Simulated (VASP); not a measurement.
# Si2Mo (C2/m) in VASP: single point with PBEsol

Aim: the single point of Si2Mo with PBEsol.

Everything below comes from runs of VASP 6.6.1. Logs are shortened: lines on timing, memory, paths and dates and some standing lists are left out, and cuts for length are marked.

### Step 1. The cell of the first run

Symmetry: C2/m, No. 12, monoclinic system. The conventional cell has a = 4.511 Å, b = 4.511 Å, c = 15.683 Å, α = 90.00°, β = 94.12°, γ = 90.00°. Si (site symmetry m) has 1 Si at 1.74 Å within 2.3 Å. Within 3.4 Å of Si (site symmetry m) lie 9 Si at 2.58 to 3.19 Å and 5 Mo at 2.60 to 2.62 Å. Within 3.4 Å of Si (site symmetry m) lie 9 Si at 2.58 to 3.19 Å and 5 Mo at 2.60 to 2.62 Å. Within 3.4 Å of Si (site symmetry m) lie 9 Si at 2.58 to 3.19 Å and 5 Mo at 2.60 to 2.62 Å. Within 3.4 Å of Mo (site symmetry m) lie 10 Si at 2.60 to 2.62 Å and 4 Mo at 3.19 Å. Mo (site symmetry m) has 10 Si at 2.60 to 2.85 Å and 4 Mo at 3.19 Å within 3.4 Å.

### Step 2. Single point, PBEsol (the part above a cut slid along it)

The input, INCAR:

```
SYSTEM = Si2Mo
PREC     = Accurate       ! precision mode
ENCUT    = 520            ! plane-wave cutoff, eV
EDIFF    = 1E-6           ! SCF threshold, eV
ISMEAR   = 0              ! smearing method
SIGMA    = 0.15           ! smearing width, eV
LREAL    = .FALSE.        ! projectors in reciprocal space
LASPH    = .TRUE.         ! aspherical terms in the spheres
NELM     = 100            ! most SCF steps
ALGO     = Fast           ! electronic algorithm
ISIF     = 2              ! what is computed and relaxed
LWAVE    = .FALSE.        ! write WAVECAR
LCHARG   = .TRUE.         ! write CHGCAR
GGA      = PS             ! functional
LELF     = .TRUE.         ! ELF
LVHAR    = .TRUE.       
NBANDS   = 56             ! bands
```

The input, KPOINTS:

```
regular mesh
0
G
  15 15 3
  0 0 0
```

The input, POSCAR:

```
Si2Mo
1.0
   -3.1900701689      0.0000000000      0.0000000000
    0.0000000000     -3.1900701689      0.0000000000
   -0.7975175422      0.7975175422     15.6427680287
Si Mo
8 4
Direct
   -0.0106324581      0.0106324581      0.0425298324
    0.3018675419      0.6981324581      0.7925298324
   -0.1356324581      0.1356324581      0.5425298324
    0.4268675419      0.5731324581      0.2925298324
   -0.0518675419      0.0518675419      0.2074701676
    0.2606324581      0.7393675419      0.9574701676
   -0.1768675419      0.1768675419      0.7074701676
    0.3856324581      0.6143675419      0.4574701676
    0.3437500000      0.6562500000      0.6250000000
    0.9062500000      1.0937500000      0.3750000000
    0.4687500000      0.5312500000      0.1250000000
    0.7812500000      1.2187500000      0.8750000000
```

Potentials or basis: VASP PAW PBE potentials, release 64 (Si, Mo_sv).

Started as:

```sh
$ cat potpaw_PBE.64/Si/POTCAR potpaw_PBE.64/Mo_sv/POTCAR > POTCAR
$ mpirun -np 1 vasp_std > vasp.out
```

OUTCAR:

```text
SYSTEM = Si2Mo
   PREC = Accurate
   ENCUT = 520
   EDIFF = 1E-6
   ISMEAR = 0
   LREAL = .FALSE.
   LASPH = .TRUE.
   NELM = 100
   ISIF = 2
   GGA = PS

 ion  position               nearest neighbor table
   1  0.989  0.011  0.043-   6 1.74   5 2.58  11 2.60  11 2.60  11 2.60  11 2.60   6 2.85   6 2.85
                            12 2.85
   2  0.302  0.698  0.793-   6 2.58  12 2.60  12 2.60  12 2.60  12 2.60   7 2.62   7 2.62   7 2.62
                             7 2.62   9 2.62
   3  0.864  0.136  0.543-   7 2.58   9 2.60   9 2.60   9 2.60   9 2.60   8 2.62   8 2.62   8 2.62
                             8 2.62  10 2.62
   4  0.427  0.573  0.293-   8 2.58  10 2.60  10 2.60  10 2.60  10 2.60   5 2.62   5 2.62   5 2.62
                             5 2.62  11 2.62
   5  0.948  0.052  0.207-   1 2.58  11 2.60  11 2.60  11 2.60  11 2.60   4 2.62   4 2.62   4 2.62
                             4 2.62  10 2.62
   6  0.261  0.739  0.957-   1 1.74   2 2.58  12 2.60  12 2.60  12 2.60  12 2.60   1 2.85   1 2.85
                            11 2.85
   7  0.823  0.177  0.707-   3 2.58   9 2.60   9 2.60   9 2.60   9 2.60   2 2.62   2 2.62   2 2.62
                             2 2.62  12 2.62
   8  0.386  0.614  0.457-   4 2.58  10 2.60  10 2.60  10 2.60  10 2.60   3 2.62   3 2.62   3 2.62
                             3 2.62   9 2.62
   9  0.344  0.656  0.625-   3 2.60   7 2.60   3 2.60   7 2.60   3 2.60   7 2.60   7 2.60   3 2.60
                             8 2.62   2 2.62
  10  0.906  0.094  0.375-   4 2.60   8 2.60   4 2.60   8 2.60   4 2.60   8 2.60   8 2.60   4 2.60
                             3 2.62   5 2.62
  11  0.469  0.531  0.125-   1 2.60   5 2.60   1 2.60   5 2.60   1 2.60   5 2.60   5 2.60   1 2.60
                             4 2.62   6 2.85
  12  0.781  0.219  0.875-   2 2.60   6 2.60   2 2.60   6 2.60   2 2.60   6 2.60   6 2.60   2 2.60
                             7 2.62   1 2.85

  LATTYP: Found a base centered monoclinic cell.
 ALAT       =     4.5114404978
 B/A-ratio  =     1.0000000000
 C/A-ratio  =     3.4763564507
 COS(beta)  =    -0.0719143746

  Lattice vectors:

 A1 = (   0.0000000000,  -3.1900701689,   0.0000000000)
 A2 = (   3.1900701689,   0.0000000000,   0.0000000000)
 A3 = (  -0.7975175422,   0.7975175422,  15.6427680287)

Analysis of symmetry for initial positions (statically):
=====================================================================
 Subroutine PRICEL returns:
 Original cell was already a primitive cell.

 Routine SETGRP: Setting up the symmetry group for a
 base centered monoclinic supercell.

 Subroutine GETGRP returns: Found  4 space group operations
 (whereof  2 operations were pure point group operations)
 out of a pool of  4 trial point group operations.

The static configuration has the point symmetry C_1h.
 The point group associated with its full space group is C_2h.

Analysis of symmetry for dynamics (positions and initial velocities):
=====================================================================
 Subroutine PRICEL returns:
 Original cell was already a primitive cell.

 Routine SETGRP: Setting up the symmetry group for a
 base centered monoclinic supercell.

 Subroutine GETGRP returns: Found  4 space group operations
 (whereof  2 operations were pure point group operations)
 out of a pool of  4 trial point group operations.

The dynamic configuration has the point symmetry C_1h.
 The point group associated with its full space group is C_2h.

 Subroutine INISYM returns: Found  4 space group operations
 (whereof  2 operations are pure point group operations),
 and found     1 'primitive' translations

----------------------------------------------------------------------------------------

                                     Primitive cell

  volume of cell :     159.1894

  direct lattice vectors                    reciprocal lattice vectors
    -3.190070169  0.000000000  0.000000000    -0.313472729  0.000000000 -0.015981826
     0.000000000 -3.190070169  0.000000000     0.000000000 -0.313472729  0.015981826
    -0.797517542  0.797517542 15.642768029     0.000000000  0.000000000  0.063927305

  length of vectors
     3.190070169  3.190070169 15.683375276     0.313879866  0.313879866  0.063927305

  position of ions in fractional coordinates (direct lattice)
     0.989367542  0.010632458  0.042529832
     0.301867542  0.698132458  0.792529832
     0.864367542  0.135632458  0.542529832
     0.426867542  0.573132458  0.292529832
     0.948132458  0.051867542  0.207470168
[... 29 lines left out ...]
 generate k-points for:   15   15    3

 Generating k-lattice:

  Cartesian coordinates                     Fractional coordinates (reciprocal lattice)
    -0.020898182  0.000000000 -0.001065455     0.066666667  0.000000000  0.000000000
     0.000000000 -0.020898182  0.001065455     0.000000000  0.066666667  0.000000000
     0.000000000  0.000000000  0.021309102     0.000000000  0.000000000  0.333333333

  Length of vectors
     0.020925324  0.020925324  0.021309102

  Shift w.r.t. Gamma in fractional coordinates (k-lattice)
     0.000000000  0.000000000  0.000000000

 Subroutine IBZKPT returns following result:
 ===========================================

 Found    184 irreducible k-points:

 Following reciprocal coordinates:
            Coordinates               Weight
  0.000000  0.000000  0.000000      1.000000
  0.066667  0.000000  0.000000      4.000000
  0.133333  0.000000  0.000000      4.000000
  0.200000  0.000000  0.000000      4.000000
  0.266667  0.000000  0.000000      4.000000
  0.333333  0.000000  0.000000      4.000000
[... 16 lines left out ...]
  0.133333  0.133333  0.000000      2.000000
  0.200000  0.133333  0.000000      4.000000
 [... further k-points ...]
   k-points           NKPTS =    184   k-points in BZ     NKDIM =    184   number of bands    NBANDS=     56
   number of dos      NEDOS =    301   number of ions     NIONS =     12
   total plane-waves  NPLWV =  69120
   dimension x,y,z NGX =    24 NGY =   24 NGZ =  120
   dimension x,y,z NGXF=    48 NGYF=   48 NGZF=  240
   ions per type =               8   4
   NGX,Y,Z   is equivalent  to a cutoff of  12.51, 12.51, 12.72 a.u.
   NGXF,Y,Z  is equivalent  to a cutoff of  25.01, 25.01, 25.44 a.u.
 SYSTEM =  Si2Mo
   PREC   = accura    normal or accurate (medium, high low for compatibility)
   ISTART =      0    job   : 0-new  1-cont  2-samecut
   ICHARG =      2    charge: 1-file 2-atom 10-const
   ISPIN  =      1    spin polarized calculation?
   LNONCOLLINEAR =      F non collinear calculations
   LSORBIT =      F    spin-orbit coupling
   LASPH  =      T    aspherical Exc in radial PAW
   ENCUT  =  520.0 eV  38.22 Ry    6.18 a.u.   5.93  5.93 29.16*2*pi/ulx,y,z
   NELM   =    100;   NELMIN=  2; NELMDL= -5     # of ELM steps
   EDIFF  = 0.1E-05   stopping-criterion for ELM
   LREAL  =      F    real-space projection
   EDIFFG = 0.1E-04   stopping-criterion for IOM
   NSW    =      0    number of steps for IOM
   IBRION =     -1    ionic relax: 0-MD 1-quasi-New 2-CG
   NFREE  =      0    steps in history (QN), initial steepest desc. (CG)
   ISIF   =      2    stress and relaxation
   ISYM   =      2    0-nonsym 1-usesym 2-fastsym
   POTIM  = 0.5000    time-step for ionic-motion
   TEBEG  =    0.0;   TEEND  =   0.0 temperature during run
   PSTRESS=    0.0 pullay stress
   NELECT =      88.0000    total number of electrons
   NUPDOWN=      -1.0000    fix difference up-down
   EMIN   =  10.00;   EMAX   =-10.00  energy-range for DOS
   EFERMI =   0.00;   METHOD = LEGACY
   ISMEAR =     0;   SIGMA  =   0.15  broadening in eV -4-tet -1-fermi 0-gaus
   EFERMI_NEDOS =   21; number of points for ismear=-14 and -15
   IALGO  =     68    algorithm
   IMIX   =      4    mixing-type and parameters
     AMIX     =   0.40;   BMIX     =  1.00
     AMIX_MAG =   1.60;   BMIX_MAG =  1.00
  volume/ion in A,a.u.               =      13.27        89.52
  Fermi-wavevector in a.u.,A,eV,Ry     =   1.343583  2.539003 24.561429  1.805214
  Thomas-Fermi vector in A             =   2.471645
   LORBIT       =      0    0 simple, 1 ext, 2 COOP (PROOUT), +10 PAW based schemes
   GGA     = PS    functional components
   LHFCALC =     F    Hartree Fock is set to
   AEXX    =    0.0000 exact exchange contribution
   IVDW    =     0    specifies the selected vdW correction
   LEPSILON=     F    determine dielectric tensor
   LRPA    =     F    only Hartree local field effects (RPA)
 non-spin polarized calculation
 RMM-DIIS sequential band-by-band and
 Gauss-broadening in eV      SIGMA  =   0.15
  energy-cutoff  :      520.00
  volume of cell :      159.19
 maximum number of plane-waves:      4330
   NGX = 11   NGY = 11   NGZ = 59

 number of electron      87.9999991 magnetization

 Free energy of the ion-electron system (eV)
  ---------------------------------------------------
  ext. energy  EPLUGINS =         0.00000000
  ---------------------------------------------------
  free energy    TOTEN  =       -95.14043498 eV

  energy without entropy =      -95.11458505  energy(sigma->0) =      -95.12751002

 E-fermi :  12.2339     XC(G=0): -12.5420

 val. band max:       12.2327985488   @ k =   0.2000   0.0667   0.0000
 cond. band min:      12.2371130065   @ k =  -0.4667   0.4667   0.3333
 fundamental gap:      0.0043144578
 Fermi energy:        12.2339408793

 k-point     1 :       0.0000    0.0000    0.0000
  band No.  band energies     occupation
      1     -48.2865      2.00000
      2     -48.2861      2.00000
      3     -48.2841      2.00000
      4     -48.2838      2.00000
      5     -22.4989      2.00000
      6     -22.4864      2.00000
[... 1405 lines left out ...]
     55      16.0470      0.00000
     56      16.4221      0.00000

 [... further k-points ...]
[... 5 lines left out ...]
  --------------------------------------------------------------------------------------
  -------------------------------------------------------------------------------------
  Total        6.4034676      6.4034676     17.7523538     -4.5605243    -10.4009984     10.4009991
  in kB       64.4483380     64.4483380    178.6703342    -45.8998510   -104.6818853    104.6818922
  external PRESSURE =     102.5223368 kB  Pullay stress =       0.0000000 kB

 VOLUME and BASIS-vectors are now :
 -----------------------------------------------------------------------------
  energy-cutoff  :      520.00
  volume of cell :      159.19
      direct lattice vectors                 reciprocal lattice vectors
    -3.190070169  0.000000000  0.000000000    -0.313472729  0.000000000 -0.015981826
     0.000000000 -3.190070169  0.000000000     0.000000000 -0.313472729  0.015981826
    -0.797517542  0.797517542 15.642768029     0.000000000  0.000000000  0.063927305

 POSITION                                       TOTAL-FORCE (eV/Angst)
 -----------------------------------------------------------------------------------
     -3.19007     -0.00000      0.66528         8.317844     -8.317844     13.555216
     -1.59504     -1.59504     12.39736        -0.024278      0.024278     -0.012620
     -3.19007     -0.00000      8.48667        -0.006888      0.006888     -0.053062
     -1.59504     -1.59504      4.57598        -0.008166      0.008166     -0.239318
     -3.19007     -0.00000      3.24541         0.024278     -0.024278      0.012620
     -1.59504     -1.59504     14.97748        -8.317844      8.317844    -13.555216
     -3.19007     -0.00000     11.06679         0.008166     -0.008166      0.239318
     -1.59504     -1.59504      7.15610         0.006888     -0.006888      0.053062
     -1.59504     -1.59504      9.77673         0.012478     -0.012478      0.019297
     -3.19007     -0.00000      5.86604        -0.012478      0.012478     -0.019297
     -1.59504     -1.59504      1.95535        -0.146602      0.146602      0.197395
     -3.19007     -0.00000     13.68742         0.146602     -0.146602     -0.197395
 -----------------------------------------------------------------------------------
    total drift:                               -0.000000      0.000000      0.000000

  FREE ENERGIE OF THE ION-ELECTRON SYSTEM (eV)
  ---------------------------------------------------
  free  energy   TOTEN  =       -95.1404349849 eV

  energy  without entropy=      -95.1145850495  energy(sigma->0) =      -95.12751002
```

It took 29 min on 1 thread of Oxide Virtual Turin-like, shared host; peak memory 1.1 GiB.

What came out:

```yaml
Free_energy: -95.1404 eV
Pressure: 10.3 GPa
Largest_force: 17.948 eV/Å
Band_gap_on_the_k_mesh: zero (bands 44 and 45 overlap by 0.79 eV)
```

Forces on the atoms (eV/Å):
```
Si    8.318  -8.318  13.555
Si   -0.024   0.024  -0.013
Si   -0.007   0.007  -0.053
Si   -0.008   0.008  -0.239
Si    0.024  -0.024   0.013
Si   -8.318   8.318 -13.555
Si    0.008  -0.008   0.239
Si    0.007  -0.007   0.053
Mo    0.012  -0.012   0.019
Mo   -0.012   0.012  -0.019
Mo   -0.147   0.147   0.197
Mo    0.147  -0.147  -0.197
```

Caveat: the cell differs from its parent crystal (the part above a cut slid along it); the stress differs along the axes, from 6 to 18 GPa; the PAW data sets were made with another functional, which shifts forces and pressure a little.
